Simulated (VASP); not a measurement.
A run of VASP 6.6.1 is set up as follows.

File INCAR:

```
ALGO = Fast
EDIFF = 1E-6
ENCUT = 520
GGA = PE
ISIF = 2
ISMEAR = 0
LASPH = True
LCHARG = False
LREAL = False
LWAVE = False
NBANDS = 10
NELM = 100
PREC = Accurate
SIGMA = 0.1
```

File KPOINTS:

```
k-points
0
Gamma
  22 22 12
```

POSCAR

```
Al
1.0
    1.4250561805     -2.4692873289      0.0000000000
    1.4250561805      2.4692873289      0.0000000000
    0.0000000000      0.0000000000      4.7297219631
Al
2
Direct
    0.3332908935      0.6667091065      0.7500000000
    0.6667091065      0.3332908935      0.2500000000
```

Potentials or basis: VASP PAW PBE potentials, release 64 (Al).

Command:

```console
$ cat potpaw_PBE.64/Al/POTCAR > POTCAR
$ mpirun -np 1 vasp_std > vasp.out
```

Q: Estimate the pressure.

A: 0.0 GPa.

Q: Predict the band gap on the k mesh.

A: Zero (bands 3 and 4 overlap by 7.24 eV).
